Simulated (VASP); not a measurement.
BaTiO3: relaxation of cell and atoms with r2SCAN

The system is BaTiO3.

```
CELL_PARAMETERS angstrom
3.98333 0.00000 0.00000
0.00000 2.86260 2.87534
0.00000 -2.86260 2.87534
ATOMIC_POSITIONS crystal
Ba 0.00000 0.00341 0.00341
Ti 0.50000 0.51850 0.51850
O 0.50000 0.97843 0.49135
O 0.50000 0.49135 0.97843
O 0.00000 0.48820 0.48820
```

```
Program                : VASP 6.6.1
Task                   : relaxation of cell and atoms
Functional             : r2SCAN
Potentials or basis    : VASP PAW PBE potentials, release 64 (Ba_sv, Ti_sv, O)
Cutoff                 : 660 eV
k mesh                 : 6 × 6 × 6
Occupations            : gaussian, width 0.02 eV
Spin                   : no spin polarisation
Dipole correction      : no
Further INCAR settings : ALGO = Normal; EDIFF = 1e-07; IBRION = 2; EDIFFG = -0.002; NSW = 100; ISIF = 3
```

- Relaxed volume: 13.12 Å³/atom
- Relaxed cell: a = 3.979 Å, b = 4.060 Å, c = 4.060 Å, α = 89.73°, β = 90.00°, γ = 90.00°
- Space group after relaxing (to 0.1 Å): Amm2 (No. 38)
- Energy gained by relaxing: 0.0 meV/atom
- Ionic steps: 14
- Pressure after relaxing: 0.0 GPa
- Band gap on the k mesh: 2.57 eV (least direct gap 3.03 eV)

The path:
| step | energy change (eV) | largest force (eV/Å) | pressure (GPa) | volume (Å³) |
| --- | --- | --- | --- | --- |
| 1 | 0.0000 | 0.0361 | -0.14 | 65.57 |
| 2 | 0.0000 | 0.0112 | 0.24 | 65.46 |
| 3 | -0.0001 | 0.0130 | 0.09 | 65.51 |
| 4 | -0.0001 | 0.0084 | 0.07 | 65.53 |
| 5 | -0.0002 | 0.0087 | 0.05 | 65.59 |
| 6 | -0.0002 | 0.0074 | -0.08 | 65.63 |
| 7 | -0.0002 | 0.0066 | -0.02 | 65.61 |
| 8 | -0.0002 | 0.0035 | -0.01 | 65.60 |
| 9 | -0.0002 | 0.0035 | 0.00 | 65.60 |
| 10 | -0.0002 | 0.0032 | 0.00 | 65.60 |
| 11 | -0.0002 | 0.0022 | 0.01 | 65.60 |
| 12 | -0.0002 | 0.0012 | 0.03 | 65.60 |
| 13 | -0.0002 | 0.0008 | 0.03 | 65.60 |
| 14 | -0.0002 | 0.0011 | 0.00 | 65.60 |

Final structure:
```
Ba Ti O
1.0
     3.97918    0.00000    0.00000
     0.00000    2.86429    2.87796
     0.00000   -2.86429    2.87796
Ba Ti O
1 1 3
Direct
  0.00000 0.00393 0.00393
  0.50000 0.51925 0.51925
  0.50000 0.97776 0.49103
  0.50000 0.49103 0.97776
  0.00000 0.48793 0.48793
```

Levels at points of the mesh, in eV from the valence-band top:
| k point | band 18 | band 19 | band 20 | band 21 | band 22 | band 23 |
| --- | --- | --- | --- | --- | --- | --- |
| (0.00, 0.00, 0.00) | -0.54 | -0.52 | -0.46 | 2.57 | 2.76 | 2.84 |
| (0.50, 0.00, 0.00) | -1.55 | -1.21 | -1.10 | 2.94 | 3.99 | 4.17 |
| (0.00, 0.50, 0.00) | -1.68 | -0.98 | -0.83 | 2.78 | 4.04 | 4.05 |
| (0.50, 0.50, 0.00) | -0.98 | -0.94 | -0.08 | 4.08 | 4.10 | 4.46 |
| (0.00, 0.50, 0.50) | -0.95 | -0.88 | -0.27 | 4.04 | 4.08 | 4.37 |
| (0.50, 0.50, 0.50) | -0.19 | -0.02 | 0.00 | 4.58 | 4.61 | 4.73 |

Run time: 25 min on 1 thread of Intel(R) Xeon(R) 6975P-C (Granite Rapids), on a shared host, peak memory 0.31 GiB.

Caveat: the PAW data sets were made with another functional, which shifts forces and pressure a little; spin-orbit coupling is left out, which moves the levels of the heavy elements. A k mesh can miss the band edges.
